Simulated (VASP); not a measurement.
# Ge (P6_3/mmc) in VASP: notebook, part 4 of 4

VASP 6.6.1. The steps go on from the part before.

## Step 6: Electric field gradients, PBE (equal xx and yy strain of -2 %)

File INCAR:

```
SYSTEM = Ge
  PREC = Accurate
  ENCUT = 520
  EDIFF = 1E-8
  ISMEAR = -1
  SIGMA = 0.05
  LREAL = .FALSE.
  LASPH = .TRUE.
  NELM = 80
  ALGO = Normal
  ISIF = 2
  LWAVE = .FALSE.
  LCHARG = .FALSE.
  GGA = PE
  LEFG = .TRUE.
  NBANDS = 36
```

File KPOINTS:

```
Automatic mesh
0
G
  11 11 6
  0 0 0
```

File POSCAR:

```
Ge
1.0
    3.9176341263      0.0000000000      0.0000000000
   -1.9588170631      3.3927706761      0.0000000000
    0.0000000000      0.0000000000      6.5993779500
Ge
4
Direct
    0.6666666667      0.3333333333      0.0629012500
    0.3333333333      0.6666666667      0.5629012500
    0.6666666667      0.3333333333      0.4370987500
    0.3333333333      0.6666666667      0.9370987500
```

Potentials or basis: VASP PAW PBE potentials, release 64 (Ge_d).

Launch:

```console
$ cat potpaw_PBE.64/Ge_d/POTCAR > POTCAR
$ mpirun -np 1 vasp_std > vasp.out
```

OUTCAR:

```text
SYSTEM = Ge
   PREC = Accurate
   ENCUT = 520
   EDIFF = 1E-8
   ISMEAR = -1
   LREAL = .FALSE.
   LASPH = .TRUE.
   NELM = 80
   ISIF = 2
   GGA = PE

 ion  position               nearest neighbor table
   1  0.667  0.333  0.063-   4 2.41   4 2.41   4 2.41   3 2.47
   2  0.333  0.667  0.563-   3 2.41   3 2.41   3 2.41   4 2.47
   3  0.667  0.333  0.437-   2 2.41   2 2.41   2 2.41   1 2.47
   4  0.333  0.667  0.937-   1 2.41   1 2.41   1 2.41   2 2.47

  LATTYP: Found a hexagonal cell.
 ALAT       =     3.9176341263
 C/A-ratio  =     1.6845314640

  Lattice vectors:

 A1 = (   3.9176341263,   0.0000000000,   0.0000000000)
 A2 = (  -1.9588170631,   3.3927706761,   0.0000000000)
 A3 = (   0.0000000000,   0.0000000000,   6.5993779500)

Analysis of symmetry for initial positions (statically):
=====================================================================
 Subroutine PRICEL returns:
 Original cell was already a primitive cell.

 Routine SETGRP: Setting up the symmetry group for a
 hexagonal supercell.

 Subroutine GETGRP returns: Found 24 space group operations
[... 1137 lines left out ...]
      1.95882      1.13092      0.41511         0.000000     -0.000000      0.242488
     -0.00000      2.26185      3.71480        -0.000000     -0.000000      0.242488
      1.95882      1.13092      2.88458         0.000000     -0.000000     -0.242488
     -0.00000      2.26185      6.18427        -0.000000      0.000000     -0.242488
 -----------------------------------------------------------------------------------
    total drift:                               -0.000000      0.000000      0.000000

  FREE ENERGIE OF THE ION-ELECTRON SYSTEM (eV)
  ---------------------------------------------------
  free  energy   TOTEN  =       -17.8514012916 eV

  energy  without entropy=      -17.8505185117  energy(sigma->0) =      -17.85095990

 Electric field gradients (V/A^2)
---------------------------------------------------------------------
 ion       V_xx      V_yy      V_zz      V_xy      V_xz      V_yz
---------------------------------------------------------------------
   1     -11.126   -11.123    22.250     0.002     0.000    -0.000
   2     -11.126   -11.123    22.250     0.002    -0.000     0.000
   3     -11.126   -11.123    22.250     0.002    -0.000     0.000
   4     -11.126   -11.123    22.250     0.002     0.000    -0.000
---------------------------------------------------------------------

 Electric field gradients after diagonalization (V/A^2)
 (convention: |V_zz| > |V_xx| > |V_yy|)
----------------------------------------------------------------------
 ion       V_xx      V_yy      V_zz     asymmetry (V_yy - V_xx)/ V_zz
----------------------------------------------------------------------
   1     -11.127   -11.122    22.250       0.000
   2     -11.127   -11.122    22.250       0.000
   3     -11.127   -11.122    22.250       0.000
   4     -11.127   -11.122    22.250       0.000
----------------------------------------------------------------------

           NMR quadrupolar parameters

 Cq : quadrupolar parameter    Cq=e*Q*V_zz/h
 eta: asymmetry parameters     (V_yy - V_xx)/ V_zz
 Q  : nuclear electric quadrupole moment in mb (millibarn)
----------------------------------------------------------------------
 ion       Cq(MHz)       eta       Q (mb)
----------------------------------------------------------------------
   1       0.054       0.000       1.000
   2       0.054       0.000       1.000
   3       0.054       0.000       1.000
   4       0.054       0.000       1.000
----------------------------------------------------------------------
```

OSZICAR:

```text
N       E                     dE             d eps       ncg     rms          rms(c)
DAV:   1     0.493880727457E+03    0.49388E+03   -0.28234E+04  5348   0.434E+03
DAV:   2     0.670962435218E+02   -0.42678E+03   -0.41522E+03  4608   0.810E+02
DAV:   3    -0.134915154716E+02   -0.80588E+02   -0.79261E+02  5008   0.206E+02
DAV:   4    -0.179630933359E+02   -0.44716E+01   -0.44545E+01  5380   0.565E+01
DAV:   5    -0.180528263126E+02   -0.89733E-01   -0.89703E-01  5220   0.888E+00    0.476E+00
DAV:   6    -0.179180541380E+02    0.13477E+00   -0.69235E-02  5120   0.195E+00    0.281E+00
DAV:   7    -0.178471501292E+02    0.70904E-01   -0.12353E-01  5116   0.234E+00    0.205E-01
DAV:   8    -0.178505574772E+02   -0.34073E-02   -0.13771E-02  5116   0.102E+00    0.937E-02
DAV:   9    -0.178513187613E+02   -0.76128E-03   -0.85827E-04  5048   0.142E-01    0.327E-02
DAV:  10    -0.178513851658E+02   -0.66404E-04   -0.77357E-05  5428   0.709E-02    0.108E-02
DAV:  11    -0.178513999554E+02   -0.14790E-04   -0.31058E-05  5232   0.264E-02    0.302E-03
DAV:  12    -0.178514010714E+02   -0.11160E-05   -0.17752E-06  5380   0.124E-02    0.119E-03
DAV:  13    -0.178514013338E+02   -0.26238E-06   -0.26496E-07  5040   0.322E-03    0.317E-04
DAV:  14    -0.178514013083E+02    0.25517E-07   -0.14596E-08  4180   0.797E-04    0.126E-04
DAV:  15    -0.178514012926E+02    0.15636E-07   -0.30260E-09  3044   0.685E-04    0.397E-05
DAV:  16    -0.178514012916E+02    0.10859E-08   -0.40630E-10  2688   0.207E-04
   1 F= -.17851401E+02 E0= -.17850960E+02  d E =-.882780E-03
```

stdout:

```text
POSCAR found type information on POSCAR Ge
 POSCAR found :  1 types and       4 ions
 scaLAPACK will be used
 LDA part: xc-table for (Slater+PW92), standard interpolation
 POSCAR, INCAR and KPOINTS ok, starting setup
 FFT: planning ... GRIDC
 FFT: planning ... GRID_SOFT
 FFT: planning ... GRID
 WAVECAR not read
 entering main loop
ion   1

ion   2

ion   3

ion   4
```

Wall time 4.1 min (1 thread of Intel Xeon Platinum 8488C (Sapphire Rapids), shared host); peak memory 0.28 GiB.

Results:

* Free energy: -17.8514 eV
* Pressure: 6.1 GPa
* Largest force: 0.242 eV/Å
* Band gap on the k mesh: 0.10 eV
* Largest electric field gradient by atom: Ge +22.2 V/Å²

Forces on the atoms (eV/Å):
```
Ge   0.000  0.000  0.242
Ge   0.000  0.000  0.242
Ge   0.000  0.000 -0.242
Ge   0.000  0.000 -0.242
```

Stress tensor (GPa, compression positive):
```
7.45 0.00 0.00
0.00 7.45 0.00
0.00 0.00 3.41
```

Electric field gradients, principal values (V/Å²):
```csv
atom,least,middle,greatest (by size)
1 Ge,-11.122,-11.127,22.250
2 Ge,-11.122,-11.127,22.250
3 Ge,-11.122,-11.127,22.250
4 Ge,-11.122,-11.127,22.250
```

Caveat: the cell differs from its parent crystal (equal xx and yy strain of -2 %); the cell stands under pressure; without QUAD_EFG the Cq values of the log hold for a quadrupole moment of 1 mb, not for the nuclei; an odd mesh through Γ misses points on the zone boundary, where band edges can lie.

## Step 7: Overview

```csv
cell,gap on the mesh (eV),pressure (GPa),largest force (eV/Å)
"a = 3.998, b = 3.998, c = 6.533 Å, angles 90.0, 90.0, 120.0°, 4 atoms",none,3.6,0.10
"a = 3.998, b = 3.998, c = 6.797 Å, angles 90.0, 90.0, 120.0°, 4 atoms",none,0.9,0.23
"a = 3.998, b = 3.998, c = 6.401 Å, angles 90.0, 90.0, 120.0°, 4 atoms",none,5.4,0.35
"a = 3.918, b = 3.918, c = 6.599 Å, angles 90.0, 90.0, 120.0°, 4 atoms",0.10,6.1,0.24
```

Alike in all rows: task electric field gradients; level PBE; potentials or basis VASP PAW PBE potentials, release 64 (Ge_d); no spin polarisation; k mesh 11 × 11 × 6; cutoff (eV) 520; smearing fermi-dirac 0.05 eV.

Caveats: the cell stands under pressure (at least some runs); semilocal functionals underestimate gaps, so a narrow gap can read as zero (at least some runs); an odd mesh through Γ misses points on the zone boundary, where band edges can lie (at least some runs).

Total energies depend on the potentials used, so only differences within one code and one set of settings carry meaning.
